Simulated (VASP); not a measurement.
# AlNi (NiAs type) (P6_3/mmc) in VASP: a series of runs

The runs below take AlNi (NiAs type) through single point, with PBE.

Everything below comes from runs of VASP 6.6.1. Logs are shortened: lines on timing, memory, paths and dates and some standing lists are left out, and cuts for length are marked.

**1. The cell of the first run**

It takes space group P6_3/mmc (No. 194, hexagonal). The conventional cell has a = 3.261 Å, b = 3.261 Å, c = 4.868 Å, α = 90.00°, β = 90.00°, γ = 120.00°. Within 3.0 Å of Ni (site symmetry -3m) lie 6 Al at 2.24 Å and 2 Ni at 2.43 Å. Within 3.0 Å of Al (site symmetry -6m2) lie 6 Ni at 2.24 Å.

**2. Single point, PBE**

Input file INCAR:

```
SYSTEM = AlNi
PREC = Accurate
ENCUT = 520
EDIFF = 1E-6
ISMEAR = -1
SIGMA = 0.08
LREAL = .False.
LASPH = .True.
NELM = 60
ALGO = Normal
ISIF = 2
LWAVE = .False.
LCHARG = .False.
GGA = PE
NBANDS = 21
```

Input file KPOINTS:

```
Automatic mesh
0
Gamma
  11 11 7
  0 0 0
```

Input file POSCAR:

```
AlNi
1.0
    3.2611954935      0.0000000000      0.0000000000
   -1.6305977467      2.8242781440      0.0000000000
    0.0000000000      0.0000000000      4.8677740464
Ni Al
2 2
Direct
    0.0000000000      0.0000000000      0.0000000000
    0.0000000000      0.0000000000      0.5000000000
    0.3333333333      0.6666666667      0.2500000000
    0.6666666667      0.3333333333      0.7500000000
```

Potentials or basis: VASP PAW PBE potentials, release 64 (Ni, Al).

Launch:

```console
cat potpaw_PBE.64/Ni/POTCAR potpaw_PBE.64/Al/POTCAR > POTCAR
mpirun -np 1 vasp_std > vasp.out
```

OUTCAR:

```text
SYSTEM = AlNi
   PREC = Accurate
   ENCUT = 520
   EDIFF = 1E-6
   ISMEAR = -1
   LREAL = .False.
   LASPH = .True.
   NELM = 60
   ISIF = 2
   GGA = PE

 ion  position               nearest neighbor table
   1  0.000  0.000  0.000-   3 2.24   4 2.24   3 2.24   4 2.24   4 2.24   3 2.24   2 2.43   2 2.43

   2  0.000  0.000  0.500-   3 2.24   4 2.24   3 2.24   4 2.24   4 2.24   3 2.24   1 2.43   1 2.43

   3  0.333  0.667  0.250-   1 2.24   2 2.24   1 2.24   2 2.24   1 2.24   2 2.24   4 3.08   4 3.08
                             4 3.08   4 3.08   4 3.08   4 3.08
   4  0.667  0.333  0.750-   1 2.24   2 2.24   1 2.24   2 2.24   1 2.24   2 2.24   3 3.08   3 3.08
                             3 3.08   3 3.08   3 3.08   3 3.08

  LATTYP: Found a hexagonal cell.
 ALAT       =     3.2611954935
 C/A-ratio  =     1.4926348500

  Lattice vectors:

 A1 = (   3.2611954935,   0.0000000000,   0.0000000000)
 A2 = (  -1.6305977467,   2.8242781440,   0.0000000000)
 A3 = (   0.0000000000,   0.0000000000,   4.8677740464)

Analysis of symmetry for initial positions (statically):
=====================================================================
 Subroutine PRICEL returns:
 Original cell was already a primitive cell.

 Routine SETGRP: Setting up the symmetry group for a
 hexagonal supercell.

 Subroutine GETGRP returns: Found 24 space group operations
 (whereof 12 operations were pure point group operations)
 out of a pool of 24 trial point group operations.

The static configuration has the point symmetry D_3d.
 The point group associated with its full space group is D_6h.

Analysis of symmetry for dynamics (positions and initial velocities):
=====================================================================
 Subroutine PRICEL returns:
 Original cell was already a primitive cell.

 Routine SETGRP: Setting up the symmetry group for a
 hexagonal supercell.

 Subroutine GETGRP returns: Found 24 space group operations
 (whereof 12 operations were pure point group operations)
 out of a pool of 24 trial point group operations.

The dynamic configuration has the point symmetry D_3d.
 The point group associated with its full space group is D_6h.

 Subroutine INISYM returns: Found 24 space group operations
 (whereof 12 operations are pure point group operations),
 and found     1 'primitive' translations

----------------------------------------------------------------------------------------

                                     Primitive cell

  volume of cell :      44.8347

  direct lattice vectors                    reciprocal lattice vectors
     3.261195493  0.000000000  0.000000000     0.306636018  0.177036388  0.000000000
    -1.630597747  2.824278144  0.000000000     0.000000000  0.354072775  0.000000000
     0.000000000  0.000000000  4.867774046     0.000000000  0.000000000  0.205432707

  length of vectors
     3.261195493  3.261195493  4.867774046     0.354072775  0.354072775  0.205432707

  position of ions in fractional coordinates (direct lattice)
     0.000000000  0.000000000  0.000000000
     0.000000000  0.000000000  0.500000000
     0.333333333  0.666666667  0.250000000
     0.666666667  0.333333333  0.750000000

  ion indices of the primitive-cell ions
   primitive index   ion index
                 1           1
                 2           2
                 3           3
                 4           4

----------------------------------------------------------------------------------------

 KPOINTS: Automatic mesh

Automatic generation of k-mesh.
 Grid dimensions read from file:
 generate k-points for:   11   11    7

 Generating k-lattice:

  Cartesian coordinates                     Fractional coordinates (reciprocal lattice)
     0.027876002  0.016094217  0.000000000     0.090909091  0.000000000  0.000000000
     0.000000000  0.032188434  0.000000000     0.000000000  0.090909091  0.000000000
     0.000000000  0.000000000  0.029347530     0.000000000  0.000000000  0.142857143

  Length of vectors
     0.032188434  0.032188434  0.029347530

  Shift w.r.t. Gamma in fractional coordinates (k-lattice)
     0.000000000  0.000000000  0.000000000

 Subroutine IBZKPT returns following result:
 ===========================================

 Found     64 irreducible k-points:

 Following reciprocal coordinates:
            Coordinates               Weight
  0.000000  0.000000  0.000000      1.000000
  0.090909  0.000000  0.000000      6.000000
  0.181818  0.000000  0.000000      6.000000
  0.272727  0.000000  0.000000      6.000000
  0.363636  0.000000  0.000000      6.000000
  0.454545  0.000000  0.000000      6.000000
[... 16 lines left out ...]
  0.090909  0.090909  0.142857     12.000000
  0.181818  0.090909  0.142857     24.000000
 [... further k-points ...]
   k-points           NKPTS =     64   k-points in BZ     NKDIM =     64   number of bands    NBANDS=     21
   number of dos      NEDOS =    301   number of ions     NIONS =      4
   total plane-waves  NPLWV =  20736
   dimension x,y,z NGX =    24 NGY =   24 NGZ =   36
   dimension x,y,z NGXF=    48 NGYF=   48 NGZF=   72
   ions per type =               2   2
   NGX,Y,Z   is equivalent  to a cutoff of  12.23, 12.23, 12.29 a.u.
   NGXF,Y,Z  is equivalent  to a cutoff of  24.47, 24.47, 24.59 a.u.
 SYSTEM =  AlNi
   PREC   = accura    normal or accurate (medium, high low for compatibility)
   ISTART =      0    job   : 0-new  1-cont  2-samecut
   ICHARG =      2    charge: 1-file 2-atom 10-const
   ISPIN  =      1    spin polarized calculation?
   LNONCOLLINEAR =      F non collinear calculations
   LSORBIT =      F    spin-orbit coupling
   LASPH  =      T    aspherical Exc in radial PAW
   ENCUT  =  520.0 eV  38.22 Ry    6.18 a.u.   6.06  6.06  9.05*2*pi/ulx,y,z
   NELM   =     60;   NELMIN=  2; NELMDL= -5     # of ELM steps
   EDIFF  = 0.1E-05   stopping-criterion for ELM
   LREAL  =      F    real-space projection
   EDIFFG = 0.1E-04   stopping-criterion for IOM
   NSW    =      0    number of steps for IOM
   IBRION =     -1    ionic relax: 0-MD 1-quasi-New 2-CG
   NFREE  =      0    steps in history (QN), initial steepest desc. (CG)
   ISIF   =      2    stress and relaxation
   ISYM   =      2    0-nonsym 1-usesym 2-fastsym
   POTIM  = 0.5000    time-step for ionic-motion
   TEBEG  =    0.0;   TEEND  =   0.0 temperature during run
   PSTRESS=    0.0 pullay stress
   NELECT =      26.0000    total number of electrons
   NUPDOWN=      -1.0000    fix difference up-down
   EMIN   =  10.00;   EMAX   =-10.00  energy-range for DOS
   EFERMI =   0.00;   METHOD = LEGACY
   ISMEAR =    -1;   SIGMA  =   0.08  broadening in eV -4-tet -1-fermi 0-gaus
   EFERMI_NEDOS =   21; number of points for ismear=-14 and -15
   IALGO  =     38    algorithm
   IMIX   =      4    mixing-type and parameters
     AMIX     =   0.40;   BMIX     =  1.00
     AMIX_MAG =   1.60;   BMIX_MAG =  1.00
  volume/ion in A,a.u.               =      11.21        75.64
  Fermi-wavevector in a.u.,A,eV,Ry     =   1.365194  2.579843 25.357922  1.863755
  Thomas-Fermi vector in A             =   2.491444
   LORBIT       =      0    0 simple, 1 ext, 2 COOP (PROOUT), +10 PAW based schemes
   GGA     = PE    functional components
   LHFCALC =     F    Hartree Fock is set to
   AEXX    =    0.0000 exact exchange contribution
   IVDW    =     0    specifies the selected vdW correction
   LEPSILON=     F    determine dielectric tensor
   LRPA    =     F    only Hartree local field effects (RPA)
 non-spin polarized calculation
  energy-cutoff  :      520.00
  volume of cell :       44.83
 maximum number of plane-waves:      1223
   NGX = 13   NGY = 13   NGZ = 19

 number of electron      25.9999991 magnetization

 Free energy of the ion-electron system (eV)
  ---------------------------------------------------
  ext. energy  EPLUGINS =         0.00000000
  ---------------------------------------------------
  free energy    TOTEN  =       -18.36151515 eV

  energy without entropy =      -18.33049626  energy(sigma->0) =      -18.34600570

 E-fermi :  10.6076     XC(G=0): -12.2573

 val. band max:       10.5935061908   @ k =   0.1818   0.1818   0.0000
 cond. band min:      10.6248913151   @ k =   0.3636   0.2727   0.4286
 fundamental gap:      0.0313851243
 Fermi energy:        10.6076026348

 k-point     1 :       0.0000    0.0000    0.0000
  band No.  band energies     occupation
      1      -0.6095      2.00000
      2       4.6713      2.00000
      3       5.6329      2.00000
      4       6.6083      2.00000
      5       6.9638      2.00000
      6       6.9638      2.00000
[... 13 lines left out ...]
     20      21.7859      0.00000
     21      21.7859      0.00000

 k-point     2 :       0.0909    0.0000    0.0000
  band No.  band energies     occupation
      1      -0.4506      2.00000
      2       4.8215      2.00000
      3       5.5956      2.00000
      4       6.6095      2.00000
      5       6.9751      2.00000
      6       7.0132      2.00000
[... 13 lines left out ...]
     20      21.4347      0.00000
     21      21.7047      0.00000

 k-point     3 :       0.1818    0.0000    0.0000
  band No.  band energies     occupation
      1       0.0217      2.00000
      2       5.2591      2.00000
      3       5.5232      2.00000
      4       6.6001      2.00000
      5       6.9009      2.00000
      6       6.9813      2.00000
[... 13 lines left out ...]
     20      20.8910      0.00000
     21      22.0472      0.00000

 k-point     4 :       0.2727    0.0000    0.0000
  band No.  band energies     occupation
      1       0.7915      2.00000
      2       5.4595      2.00000
      3       5.9231      2.00000
      4       6.4204      2.00000
      5       6.6487      2.00000
      6       6.9536      2.00000
[... 13 lines left out ...]
     20      20.8887      0.00000
     21      21.2482      0.00000

 k-point     5 :       0.3636    0.0000    0.0000
  band No.  band energies     occupation
      1       1.8251      2.00000
      2       5.3602      2.00000
      3       5.7590      2.00000
      4       6.5755      2.00000
      5       6.5763      2.00000
      6       6.9106      2.00000
[... 13 lines left out ...]
     20      20.5948      0.00000
     21      20.7583      0.00000

 k-point     6 :       0.4545    0.0000    0.0000
  band No.  band energies     occupation
      1       3.0302      2.00000
      2       4.5042      2.00000
      3       5.4834      2.00000
      4       6.5308      2.00000
      5       6.8320      2.00000
      6       6.8812      2.00000
[... 13 lines left out ...]
     20      20.2536      0.00000
     21      20.6845      0.00000

 k-point     7 :       0.0909    0.0909    0.0000
  band No.  band energies     occupation
      1      -0.1349      2.00000
      2       5.1162      2.00000
      3       5.5442      2.00000
      4       6.6065      2.00000
      5       6.9627      2.00000
      6       6.9754      2.00000
[... 13 lines left out ...]
     20      20.4790      0.00000
     21      20.5583      0.00000
[... 291 lines left out ...]
      1       0.9195      2.00000
      2       4.7349      2.00000
      3       6.2830      2.00000
      4       6.5386      2.00000
      5       6.7390      2.00000
      6       7.0158      2.00000
[... 13 lines left out ...]
     20      20.6738      0.00000
     21      21.9080      0.00000

 k-point    21 :       0.3636    0.0000    0.1429
  band No.  band energies     occupation
      1       1.9485      2.00000
      2       5.1345      2.00000
      3       5.7536      2.00000
      4       6.5202      2.00000
      5       6.6866      2.00000
      6       6.9746      2.00000
[... 13 lines left out ...]
     20      20.1670      0.00000
     21      21.6607      0.00000

 k-point    22 :       0.4545    0.0000    0.1429
  band No.  band energies     occupation
      1       3.1509      2.00000
      2       4.5795      2.00000
      3       5.4114      2.00000
      4       6.5892      2.00000
      5       6.6657      2.00000
      6       6.9461      2.00000
[... 13 lines left out ...]
     20      19.8866      0.00000
     21      21.5312      0.00000

 k-point    23 :       0.0909    0.0909    0.1429
  band No.  band energies     occupation
      1      -0.0033      2.00000
      2       4.1236      2.00000
      3       6.3035      2.00000
      4       6.6783      2.00000
      5       7.0272      2.00000
      6       7.0314      2.00000
[... 13 lines left out ...]
     20      20.8984      0.00000
     21      21.7554      0.00000

 k-point    24 :       0.1818    0.0909    0.1429
  band No.  band energies     occupation
      1       0.6158      2.00000
      2       4.5575      2.00000
      3       6.3099      2.00000
      4       6.6463      2.00000
      5       6.7972      2.00000
      6       6.9907      2.00000
[... 13 lines left out ...]
     20      20.8865      0.00000
     21      21.3611      0.00000

 [... further k-points ...]
[... 5 lines left out ...]
  --------------------------------------------------------------------------------------
  -------------------------------------------------------------------------------------
  Total       12.7957110     12.7957110     12.8556258      0.0000000     -0.0000000      0.0000000
  in kB      457.2569290    457.2569290    459.3979944      0.0000000     -0.0000000      0.0000000
  external PRESSURE =     457.9706175 kB  Pullay stress =       0.0000000 kB

 VOLUME and BASIS-vectors are now :
 -----------------------------------------------------------------------------
  energy-cutoff  :      520.00
  volume of cell :       44.83
      direct lattice vectors                 reciprocal lattice vectors
     3.261195493  0.000000000  0.000000000     0.306636018  0.177036388  0.000000000
    -1.630597747  2.824278144  0.000000000     0.000000000  0.354072775  0.000000000
     0.000000000  0.000000000  4.867774046     0.000000000  0.000000000  0.205432707

 POSITION                                       TOTAL-FORCE (eV/Angst)
 -----------------------------------------------------------------------------------
      0.00000      0.00000      0.00000         0.000000      0.000000      0.000000
      0.00000      0.00000      2.43389         0.000000      0.000000      0.000000
     -0.00000      1.88285      1.21694        -0.000000      0.000000     -0.000000
      1.63060      0.94143      3.65083         0.000000      0.000000      0.000000
 -----------------------------------------------------------------------------------
    total drift:                               -0.000000      0.000000      0.000000

  FREE ENERGIE OF THE ION-ELECTRON SYSTEM (eV)
  ---------------------------------------------------
  free  energy   TOTEN  =       -18.3615151456 eV

  energy  without entropy=      -18.3304962559  energy(sigma->0) =      -18.34600570
```

Run time: 36 s. Hardware: 1 thread of Intel Xeon 6975P-C, shared host; peak memory 0.19 GiB.

Results:

```yaml
Free_energy: -18.3615 eV
Pressure: 45.8 GPa
Band_gap_on_the_k_mesh: zero (band 13 reaches 14.06 eV, above the bottom of band 14 at 9.15 eV)
```

Levels at points of the mesh, in eV from the Fermi level:
```tsv
k point	band 9	band 10	band 11	band 12	band 13	band 14	band 15	band 16	band 17	band 18
(0.00, 0.00, 0.00)	-2.77	-2.77	-1.61	-1.61	0.54	5.56	5.56	8.57	8.57	8.93
```

[end of part 1 of 2]
